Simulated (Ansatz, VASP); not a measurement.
**W in VASP and in Ansatz**

```
W
1.0
    -0.07449    1.98648    2.06097
     1.91199    0.00000    1.98648
     1.98648    1.98648   -0.07449
W
1
Direct
  0.00000 0.00000 0.00000
```

Change from the starting cell: engineering shear strain xz -0.0750, normal strain along z +0.0375.

Alike in both runs: task single point; functional LDA; k mesh 20 × 20 × 20; occupations gaussian, width 0.15 eV; no spin polarisation.

|  | VASP | Ansatz |
| --- | --- | --- |
| version | VASP 6.6.1 | Ansatz 0.2.0 |
| potentials or method | VASP PAW LDA potentials, release 64 (W_sv), cutoff 520 eV | scalar-relativistic, plane waves, PAW |
| valence electrons in the cell | 14 | 14 |

```tsv
	VASP	Ansatz	Ansatz less VASP
gap on the k mesh at the Fermi level (eV)	none	none	-
pressure (GPa)	-7.9	-9.5	-1.55
traceless stress, the component that is largest in VASP (GPa)	3.59	3.57	-0.017
```

Ansatz warns that its potentials were made for another functional, while VASP's fit it. LDA's correlation is that of Perdew and Zunger in VASP and of Perdew and Wang (1992) in Ansatz. A gap of «none» marks a metal or a gap that the smearing closes.

Spin-orbit coupling is off throughout.
